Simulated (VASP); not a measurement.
# GaP (I-4m2) in VASP: notebook, part 3 of 3

VASP 6.6.1. The steps go on from the part before.

### Step 6. Single point, PBE (21.41 Å³/atom)

This run uses another cell than the first one, of 21.41 Å³/atom.

INCAR reads:

```
  ALGO = Normal
  EDIFF = 1E-6
  ENCUT = 520
  GGA = PE
  ISIF = 2
  ISMEAR = 0
  LASPH = T
  LCHARG = F
  LREAL = F
  LWAVE = F
  NBANDS = 16
  NELM = 80
  PREC = Accurate
  SIGMA = 0.05
```

KPOINTS reads:

```
k-points
0
Gamma
  10 10 10
```

POSCAR reads:

```
GaP
1.0
    0.0000000000      2.6323691019      2.8519708579
    2.8519708579      0.0000000000      2.8519708579
    2.8519708579      2.6323691019      0.0000000000
Ga P
1 1
Direct
    0.0000000000      0.0000000000      0.0000000000
    0.7500000000      0.7500000000      0.7500000000
```

Potentials or basis: VASP PAW PBE potentials, release 64 (Ga_d, P).

Run with:

```
$ cat potpaw_PBE.64/Ga_d/POTCAR potpaw_PBE.64/P/POTCAR > POTCAR
$ mpirun -np 1 vasp_std > vasp.out
```

OUTCAR:

```text
EDIFF = 1E-6
   ENCUT = 520
   GGA = PE
   ISIF = 2
   ISMEAR = 0
   LASPH = T
   LREAL = F
   NELM = 80
   PREC = Accurate

 ion  position               nearest neighbor table
   1  0.000  0.000  0.000-   2 2.41   2 2.41   2 2.41   2 2.41
   2  0.750  0.750  0.750-   1 2.41   1 2.41   1 2.41   1 2.41

  LATTYP: Found a body centered tetragonal cell.
 ALAT       =     4.0332958667
 C/A-ratio  =     1.3053191181

  Lattice vectors:

 A1 = (   0.0000000000,  -2.6323691019,   2.8519708579)
 A2 = (   0.0000000000,  -2.6323691019,  -2.8519708579)
 A3 = (   2.8519708579,   2.6323691019,   0.0000000000)

Analysis of symmetry for initial positions (statically):
=====================================================================
 Subroutine PRICEL returns:
 Original cell was already a primitive cell.

 Routine SETGRP: Setting up the symmetry group for a
 body centered tetragonal supercell.

 Subroutine GETGRP returns: Found  8 space group operations
 (whereof  8 operations were pure point group operations)
 out of a pool of 16 trial point group operations.

The static configuration has the point symmetry D_2d.

Analysis of symmetry for dynamics (positions and initial velocities):
=====================================================================
 Subroutine PRICEL returns:
 Original cell was already a primitive cell.

 Routine SETGRP: Setting up the symmetry group for a
 body centered tetragonal supercell.

 Subroutine GETGRP returns: Found  8 space group operations
 (whereof  8 operations were pure point group operations)
 out of a pool of 16 trial point group operations.

The dynamic configuration has the point symmetry D_2d.

 Subroutine INISYM returns: Found  8 space group operations
 (whereof  8 operations are pure point group operations),
 and found     1 'primitive' translations

----------------------------------------------------------------------------------------

[... 111 lines left out ...]
     AMIX     =   0.40;   BMIX     =  1.00
     AMIX_MAG =   1.60;   BMIX_MAG =  1.00
  volume/ion in A,a.u.               =      21.41       144.49
  Fermi-wavevector in a.u.,A,eV,Ry     =   1.226338  2.317442 20.461852  1.503904
  Thomas-Fermi vector in A             =   2.361342
   LORBIT       =      0    0 simple, 1 ext, 2 COOP (PROOUT), +10 PAW based schemes
   GGA     = PE    functional components
   LHFCALC =     F    Hartree Fock is set to
   AEXX    =    0.0000 exact exchange contribution
   IVDW    =     0    specifies the selected vdW correction
   LEPSILON=     F    determine dielectric tensor
   LRPA    =     F    only Hartree local field effects (RPA)
 non-spin polarized calculation
 Gauss-broadening in eV      SIGMA  =   0.05
  energy-cutoff  :      520.00
  volume of cell :       42.82
 maximum number of plane-waves:      1178
 NGX is ok and might be reduce to    30
   NGX = 15   NGY = 15   NGZ = 15

 number of electron      18.0000007 magnetization

 Free energy of the ion-electron system (eV)
  ---------------------------------------------------
  ext. energy  EPLUGINS =         0.00000000
  ---------------------------------------------------
  free energy    TOTEN  =        -9.08354915 eV

  energy without entropy =       -9.08354915  energy(sigma->0) =       -9.08354915

 E-fermi :   4.5347     XC(G=0):  -9.5873

 val. band max:        4.3462283822   @ k =   0.0000   0.0000   0.0000
 cond. band min:       5.3183752521   @ k =   0.4000   0.0000   0.4000
 fundamental gap:      0.9721468699
 Fermi energy:         4.5346993882

 k-point     1 :       0.0000    0.0000    0.0000
  band No.  band energies     occupation
      1     -10.3833      2.00000
      2     -10.3833      2.00000
      3     -10.3605      2.00000
      4     -10.3031      2.00000
      5     -10.2860      2.00000
      6      -7.9750      2.00000
[... 433 lines left out ...]
      3     -10.3304      2.00000
      4     -10.3104      2.00000
      5     -10.2823      2.00000
      6      -6.2146      2.00000
[... 8 lines left out ...]
     15      15.5822      0.00000
     16      17.3092      0.00000

 [... further k-points ...]

------------------------ aborting loop because EDIFF is reached ----------------------------------------

  FORCE on cell =-STRESS in cart. coord.  units (eV):
  Direction    XX          YY          ZZ          XY          YZ          ZX
  --------------------------------------------------------------------------------------
  -------------------------------------------------------------------------------------
  Total       -0.9868647      0.3540043     -0.9868647      0.0000000      0.0000000      0.0000000
  in kB      -36.9233621     13.2450078    -36.9233621      0.0000000      0.0000000      0.0000000
  external PRESSURE =     -20.2005722 kB  Pullay stress =       0.0000000 kB

 VOLUME and BASIS-vectors are now :
 -----------------------------------------------------------------------------
  energy-cutoff  :      520.00
  volume of cell :       42.82
      direct lattice vectors                 reciprocal lattice vectors
     0.000000000  2.632369102  2.851970858    -0.175317359  0.189942968  0.175317359
     2.851970858  0.000000000  2.851970858     0.175317359 -0.189942968  0.175317359
     2.851970858  2.632369102  0.000000000     0.175317359  0.189942968 -0.175317359

 POSITION                                       TOTAL-FORCE (eV/Angst)
 -----------------------------------------------------------------------------------
      0.00000      0.00000      0.00000         0.000000      0.000000      0.000000
      4.27796      3.94855      4.27796        -0.000000     -0.000000     -0.000000
 -----------------------------------------------------------------------------------
    total drift:                               -0.000002     -0.000001     -0.000002

  FREE ENERGIE OF THE ION-ELECTRON SYSTEM (eV)
  ---------------------------------------------------
  free  energy   TOTEN  =        -9.0835491462 eV

  energy  without entropy=       -9.0835491462  energy(sigma->0) =       -9.08354915
```

Run time: 98 s. Hardware: 1 thread of AMD EPYC 7R13, shared host; peak memory 0.19 GiB.

What came out:

| Property | Result |
| --- | --- |
| Free energy | -9.0835 eV |
| Pressure | -2.0 GPa |
| Band gap on the k mesh | 0.97 eV (least direct gap 1.07 eV) |

Levels at points of the mesh, in eV from the valence-band top:
```csv
k point,band 6,band 7,band 8,band 9,band 10,band 11,band 12,band 13
"(0.00, 0.00, 0.00)",-12.32,-0.38,-0.38,0.00,1.07,3.57,3.75,3.75
"(0.50, 0.00, 0.00)",-10.43,-6.56,-1.57,-1.00,1.15,4.21,4.89,7.97
"(0.50, 0.50, 0.00)",-9.72,-6.90,-2.57,-2.52,1.70,1.88,9.58,9.65
"(0.50, 0.00, 0.50)",-9.41,-6.41,-3.07,-3.07,1.13,1.21,9.89,9.89
```

A k mesh can miss the band edges. A hybrid or GW would open this gap; PBE tends to underestimate it.

### Step 7. Overview

| cell | gap on the mesh (eV) | pressure (GPa) |
| --- | --- | --- |
| a = 3.847, b = 3.998 Å, angles 58.7, 62.6, 58.7°, 2 atoms | 0.93 | -0.1 |
| a = 3.951, b = 3.790 Å, angles 61.3, 57.3, 61.3°, 2 atoms | 1.27 | -0.1 |
| a = 3.861, b = 3.963 Å, angles 59.1, 61.7, 59.1°, 2 atoms | 1.16 | 0.0 |
| a = 3.986, b = 3.823 Å, angles 61.3, 57.3, 61.3°, 2 atoms | 1.15 | -1.9 |
| a = 3.881, b = 4.033 Å, angles 58.7, 62.6, 58.7°, 2 atoms | 0.97 | -2.0 |

Alike in all rows: task single point; level PBE; potentials or basis VASP PAW PBE potentials, release 64 (Ga_d, P); no spin polarisation; k mesh 10 × 10 × 10; cutoff (eV) 520; smearing gaussian 0.05 eV.

Total energies depend on the potentials used, so only differences within one code and one set of settings carry meaning.
